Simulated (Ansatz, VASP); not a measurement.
## BN: VASP beside Ansatz

The input INCAR:

```
SYSTEM = BN
PREC     = Accurate       ! precision mode
ENCUT    = 520            ! plane-wave cutoff, eV
EDIFF    = 1E-7           ! SCF threshold, eV
ISMEAR   = -1             ! smearing method
SIGMA    = 0.05           ! smearing width, eV
LREAL    = .FALSE.        ! projectors in reciprocal space
LASPH    = .TRUE.         ! aspherical terms in the spheres
NELM     = 80             ! most SCF steps
ALGO     = Normal         ! electronic algorithm
ISIF     = 2              ! what is computed and relaxed
LWAVE    = .FALSE.        ! write WAVECAR
LCHARG   = .FALSE.        ! write CHGCAR
LDIPOL   = .TRUE.       
IDIPOL   = 3            
DIPOL    = 0.5 0.5 0.500
GGA      = PE             ! functional
NBANDS   = 26             ! bands
```

The input KPOINTS:

```
regular mesh
0
G
  12 12 1
  0 0 0
```

The input POSCAR:

```
BN
1.0
    2.5039917043      0.0000000000      0.0000000000
   -1.2519958521      2.1685204268      0.0000000000
    0.0000000000      0.0000000000     24.9918000000
B N
4 4
Direct
    0.6666666667      0.3333333334      0.3000984323
    0.3333333333      0.6666666666      0.4333661441
    0.6666666667      0.3333333334      0.5666338559
    0.3333333333      0.6666666666      0.6999015677
    0.3333333333      0.6666666666      0.3000984323
    0.6666666667      0.3333333334      0.4333661441
    0.3333333333      0.6666666666      0.5666338559
    0.6666666667      0.3333333334      0.6999015677
```

The input input.yaml:

```yaml
crystal:
  lattice:
    - [2.5039917043, 0.0, 0.0]
    - [-1.2519958521, 2.1685204268, 0.0]
    - [0.0, 0.0, 24.9918]
  atoms:
    - { symbol: B, position: [0.6666666667, 0.3333333334, 0.3000984323] }
    - { symbol: "N", position: [0.3333333333, 0.6666666666, 0.3000984323] }
    - { symbol: B, position: [0.3333333333, 0.6666666666, 0.4333661441] }
    - { symbol: "N", position: [0.6666666667, 0.3333333334, 0.4333661441] }
    - { symbol: B, position: [0.6666666667, 0.3333333334, 0.5666338559] }
    - { symbol: "N", position: [0.3333333333, 0.6666666666, 0.5666338559] }
    - { symbol: B, position: [0.3333333333, 0.6666666666, 0.6999015677] }
    - { symbol: "N", position: [0.6666666667, 0.3333333334, 0.6999015677] }
hamiltonian:
  xc: pbe
  pseudopotentials: { kind: paw }
kpoints:
  mp_grid: { grid: [12, 12, 1] }
scf:
  occupations: { method: fermi_dirac, width: 0.05 }
output:
  forces: true
  eigenvalues: true
efield:
  axis: 3
  dipole_correction: true
  ramp_width: 0.04
```

Alike in both runs: task single point; functional PBE; k mesh 12 × 12 × 1; occupations fermi-dirac, width 0.05 eV; no spin polarisation.

```csv
,VASP,Ansatz
version,VASP 6.6.1,Ansatz 0.2.0
potentials or method,"VASP PAW PBE potentials, release 64 (B, N)",Ansatz PAW
plane-wave cutoff (eV),520,420
valence electrons in the cell,32,32
```

|  | VASP | Ansatz | Ansatz less VASP |
| --- | --- | --- | --- |
| gap on the k mesh at the Fermi level (eV) | 4.33 | 4.34 | +0.007 |
| least direct gap on the mesh (eV) | 4.68 | 4.68 | +0.003 |
| rms of the force components (eV/Å) | 0.021 | 0.021 | -0.0001 |
